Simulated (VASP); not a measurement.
Here is a VASP 6.6.1 calculation.

The input INCAR:

```
SYSTEM = Si4F
ALGO = Normal
EDIFF = 1E-6
ENCUT = 520
GGA = PE
ISIF = 2
ISMEAR = 0
LASPH = .True.
LCHARG = .False.
LREAL = .False.
LWAVE = .False.
NBANDS = 20
NELM = 100
PREC = Accurate
SIGMA = 0.1
```

The input KPOINTS:

```
k-points
0
Gamma
  12 12 12
  0 0 0
```

File POSCAR:

```
Si4F
1.0
   -2.1070312514      2.1070312514      4.6670839257
    2.1070312514     -2.1070312514      4.6670839257
    2.1070312514      2.1070312514     -4.6670839257
Si F
4 1
Direct
    0.7500000000      0.2500000000      0.5000000000
    0.2500000000      0.7500000000      0.5000000000
    0.3777043319      0.3777043319      0.0000000000
    0.6222956681      0.6222956681      0.0000000000
    0.0000000000      0.0000000000      0.0000000000
```

Potentials or basis: VASP PAW PBE potentials, release 64 (Si, F).

Run with:

```sh
$ cat potpaw_PBE.64/Si/POTCAR potpaw_PBE.64/F/POTCAR > POTCAR
$ mpirun -np 1 vasp_std > vasp.out
```

(1) Predict the largest force.

(2) Estimate the pressure.

(3) Predict the band gap on the k mesh.

Results:

(1) 0.004 eV/Å.

(2) -0.1 GPa.

(3) zero (an odd number of electrons rules out a gap without spin polarisation).

Caveat: an odd number of electrons without spin polarisation forces a metal; a magnetic or distorted state may lie lower.
